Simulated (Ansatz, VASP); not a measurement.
LiF: VASP beside Ansatz

File POSCAR:

```
LiF
1.0
    2.3547703600      0.0000000000      0.0000000000
    0.0000000000      2.3547703600      0.0000000000
    0.0000000000      0.0000000000      2.7642956400
Li F
1 1
Direct
    0.0000000000      0.0000000000      0.0000000000
    0.5000000000      0.5000000000      0.5000000000
```

INCAR.step1

```
SYSTEM = LiF
PREC = Accurate
ENCUT = 520
ISMEAR = 0
SIGMA = 0.05
LREAL = .False.
LASPH = .True.
NELM = 60
NBANDS = 12
GGA = PE
ALGO = Normal
EDIFF = 1E-4
LWAVE = .True.
LCHARG = .False.
```

Contents of INCAR.step2:

```
SYSTEM = LiF
PREC = Accurate
ENCUT = 520
EDIFF = 1E-6
ISMEAR = 0
SIGMA = 0.05
LREAL = .False.
LASPH = .True.
NELM = 60
ALGO = Normal
ISIF = 2
LWAVE = .False.
LCHARG = .False.
METAGGA = R2SCAN
LMIXTAU = .True.
NBANDS = 12
ISTART = 1
```

Contents of KPOINTS:

```
regular mesh
0
Gamma
  10 10 10
  0 0 0
```

Input for Ansatz:

```yaml
crystal:
  lattice:
    - [2.35477036, 0.0, 0.0]
    - [0.0, 2.35477036, 0.0]
    - [0.0, 0.0, 2.76429564]
  atoms:
    - { symbol: Li, position: [0.0, 0.0, 0.0] }
    - { symbol: F, position: [0.5, 0.5, 0.5] }
basis:
  ecutwfc: 500
kpoints:
  mp_grid: { grid: [10, 10, 10] }
hamiltonian:
  xc: r2scan
scf:
  occupations: { method: gaussian, width: 0.05 }
output:
  forces: true
  stress: true
  eigenvalues: true
```

Change from the starting cell: strain -0.080 along x and y, +0.080 along z, atoms carried along.

Alike in both runs: task single point; functional r2SCAN; k mesh 10 × 10 × 10; occupations gaussian, width 0.05 eV; no spin polarisation.

|  | VASP | Ansatz |
| --- | --- | --- |
| version | VASP 6.6.1 | Ansatz 0.2.0 |
| potentials or method | VASP PAW PBE potentials, release 64 (Li_sv, F), cutoff 520 eV | scalar-relativistic, plane waves, PAW |
| valence electrons in the cell | 10 | 10 |

```tsv
	VASP	Ansatz	Ansatz less VASP
gap on the k mesh at the Fermi level (eV)	8.53	8.26	-0.265
least direct gap on the mesh (eV)	9.15	8.88	-0.269
```

VASP's potentials were made for PBE, not for r2SCAN.

Noted on VASP's run: the cutoff is short for stress, so the pressure is rough.
